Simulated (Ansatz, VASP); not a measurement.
# One calculation of HfV2, two programs

Contents of INCAR:

```
SYSTEM = HfV2
PREC     = Accurate       ! precision mode
ENCUT    = 520            ! plane-wave cutoff, eV
EDIFF    = 1E-6           ! SCF threshold, eV
ISMEAR   = -1             ! smearing method
SIGMA    = 0.05           ! smearing width, eV
LREAL    = .False.        ! projectors in reciprocal space
LASPH    = .True.         ! aspherical terms in the spheres
NELM     = 100            ! most SCF steps
ALGO     = Normal         ! electronic algorithm
ISIF     = 2              ! what is computed and relaxed
LWAVE    = .False.        ! write WAVECAR
LCHARG   = .False.        ! write CHGCAR
GGA      = CA             ! functional
NBANDS   = 45             ! bands
```

Contents of KPOINTS:

```
Automatic mesh
0
Gamma
  8 8 8
  0 0 0
```

File POSCAR:

```
HfV2
1.0
    0.0000000000      3.5677883035      3.5677883035
    3.5677883035      0.0000000000      3.5677883035
    3.5677883035      3.5677883035      0.0000000000
Hf V
2 4
Direct
    0.1250000000      0.1250000000      0.1250000000
   -0.1250000000     -0.1250000000     -0.1250000000
    0.5000000000      0.5000000000      0.5000000000
    0.5000000000      0.5000000000      0.0000000000
    0.5000000000      0.0000000000      0.5000000000
    0.0000000000      0.5000000000      0.5000000000
```

Input for Ansatz:

```yaml
crystal:
  lattice:
    - [0.0, 3.5677883035, 3.5677883035]
    - [3.5677883035, 0.0, 3.5677883035]
    - [3.5677883035, 3.5677883035, 0.0]
  atoms:
    - { symbol: Hf, position: [0.125, 0.125, 0.125] }
    - { symbol: Hf, position: [-0.125, -0.125, -0.125] }
    - { symbol: V, position: [0.5, 0.5, 0.5] }
    - { symbol: V, position: [0.5, 0.5, 0.0] }
    - { symbol: V, position: [0.5, 0.0, 0.5] }
    - { symbol: V, position: [0.0, 0.5, 0.5] }
kpoints:
  mp_grid: { grid: [8, 8, 8] }
scf:
  occupations: { method: fermi_dirac, width: 0.05 }
hamiltonian:
  xc: lda
  pseudopotentials: { kind: paw }
output:
  forces: true
  stress: true
  eigenvalues: true
  populations: true
  bader: true
  dos: { projected: true, de: 0.2, e_range: [-14, 8] }
  write_density: true
  write_potential: true
  elf: true
  volumetric_format: npy
```

Alike in both runs: task single point; functional LDA; k mesh 8 × 8 × 8; occupations fermi-dirac, width 0.05 eV; no spin polarisation.

```csv
,VASP,Ansatz
version,VASP 6.6.1,Ansatz 0.2.0
potentials or method,"VASP PAW LDA potentials, release 64 (Hf_pv, V_sv)","PAW with Ansatz's default frozen-core files, scalar-relativistic"
plane-wave cutoff (eV),520,420
valence electrons in the cell,72,104
```

```tsv
	VASP	Ansatz	Ansatz less VASP
pressure (GPa)	0.3	0.0	-0.31
```

LDA's correlation is that of Perdew and Zunger in VASP and of Perdew and Wang (1992) in Ansatz. VASP's potentials hold 72 valence electrons a cell and Ansatz's 104, so a difference there can come from the potentials and not from the codes.

Neither program's run includes spin-orbit coupling.
